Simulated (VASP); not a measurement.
Here is a VASP 6.6.1 calculation.

INCAR

```
SYSTEM = WSe2
  PREC = Accurate
  ENCUT = 520
  EDIFF = 1E-7
  ISMEAR = 0
  SIGMA = 0.05
  LREAL = .FALSE.
  LASPH = .TRUE.
  NELM = 80
  ALGO = Normal
  ISIF = 2
  LWAVE = .FALSE.
  LCHARG = .TRUE.
  GGA = PE
  LELF = .TRUE.
  LVHAR = .TRUE.
  NBANDS = 20
```

File KPOINTS:

```
regular mesh
0
G
  9 9 2
  0 0 0
```

POSCAR

```
WSe2
1.0
    3.3200588118      0.0000000000      0.0000000000
   -1.6600294059      2.8752552731      0.0000000000
    0.0000000000      0.0000000000     16.6541810407
W Se
1 2
Direct
    0.0000000000      0.0000000000      0.0000000000
    0.3333333333      0.6666666667      0.1007736663
    0.3333333333      0.6666666667      0.8992263337
```

Potentials or basis: VASP PAW PBE potentials, release 64 (W_sv, Se).

Launch:

```sh
$ cat potpaw_PBE.64/W_sv/POTCAR potpaw_PBE.64/Se/POTCAR > POTCAR
$ mpirun -np 1 vasp_std > vasp.out
```

Question: Predict the largest force.

Answer: 0.045 eV/Å.

Question: What does it give for the band gap on the k mesh?

Answer: 1.55 eV, direct.

Forces on the atoms (eV/Å):
```
W    0.000  0.000  0.000
Se   0.000  0.000  0.045
Se   0.000  0.000 -0.045
```

Caveat: spin-orbit coupling is left out, which moves the levels of the heavy elements.
